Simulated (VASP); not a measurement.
A run of VASP 6.6.1:

Contents of INCAR:

```
ALGO = Normal ; EDIFF = 1E-7
ENCUT = 520 ; GGA = PS
ISIF = 2 ; ISMEAR = 0
LASPH = True ; LCHARG = False
LREAL = False ; LWAVE = False
NBANDS = 25 ; NELM = 80
PREC = Accurate ; SIGMA = 0.1
```

File KPOINTS:

```
k-points
0
Gamma
  8 8 8
```

File POSCAR:

```
As2Se
1.0
   -3.4699915846      3.4699915846      2.6156397677
    3.4699915846     -3.4699915846      2.6156397677
    3.4699915846      3.4699915846     -2.6156397677
As Se
4 2
Direct
    0.8750000000      0.1250000000      0.7500000000
    0.3750000000      0.1250000000      0.2500000000
    0.8750000000      0.6250000000      0.7500000000
    0.8750000000      0.1250000000      0.2500000000
    0.5000000000      0.5000000000      0.0000000000
    0.2500000000      0.7500000000      0.5000000000
```

Potentials or basis: VASP PAW PBE potentials, release 64 (As, Se).

Command:

```console
$ cat potpaw_PBE.64/As/POTCAR potpaw_PBE.64/Se/POTCAR > POTCAR
$ mpirun -np 1 vasp_std > vasp.out
```

Hardware: 1 thread of AMD EPYC 7R13, with other jobs on the host.

Question: Estimate the wall time of this run.

Answer: It took 4.6 min on 1 thread of AMD EPYC 7R13 (shared host), peak memory 0.32 GiB. Counts: scf iterations 13, k points 59.
